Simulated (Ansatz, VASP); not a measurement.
## Two plane-wave programs on Te2Mo

```
Te Mo
1.0
     3.56261    0.00000    0.00000
    -1.78130    3.08531    0.00000
     0.00000    0.00000   46.97203
Te Mo
4 2
Direct
  0.33333 0.66667 0.38368
  0.33333 0.66667 0.45986
  0.66667 0.33333 0.54014
  0.66667 0.33333 0.61632
  0.66667 0.33333 0.42175
  0.33333 0.66667 0.57825
```

Alike in both runs: functional r2SCAN; k mesh 9 × 9 × 1; occupations gaussian, width 0.02 eV; no spin polarisation.

Ansatz relaxed the structure, and its values are those at the end. VASP's run is a single point on that final structure, the one shown.

|  | VASP | Ansatz |
| --- | --- | --- |
| version | VASP 6.6.1 | Ansatz 0.2.0 |
| potentials or method | VASP PAW PBE potentials, release 64 (Te, Mo_sv), cutoff 520 eV | scalar-relativistic, plane waves, PAW |
| valence electrons in the cell | 52 | 92 |

```csv
,VASP,Ansatz,Ansatz less VASP
gap on the k mesh at the Fermi level (eV),1.09,1.09,-0.002
least direct gap on the mesh (eV),1.09,1.09,-0.002
rms of the force components (eV/Å),0.013,0.001,-0.0121
```

VASP's potentials were made for PBE, not for r2SCAN. VASP's potentials hold 52 valence electrons a cell and Ansatz's 92, so a difference there can come from the potentials and not from the codes. Ansatz's warnings: xc potential rough in thin density.

Spin-orbit coupling is off throughout.
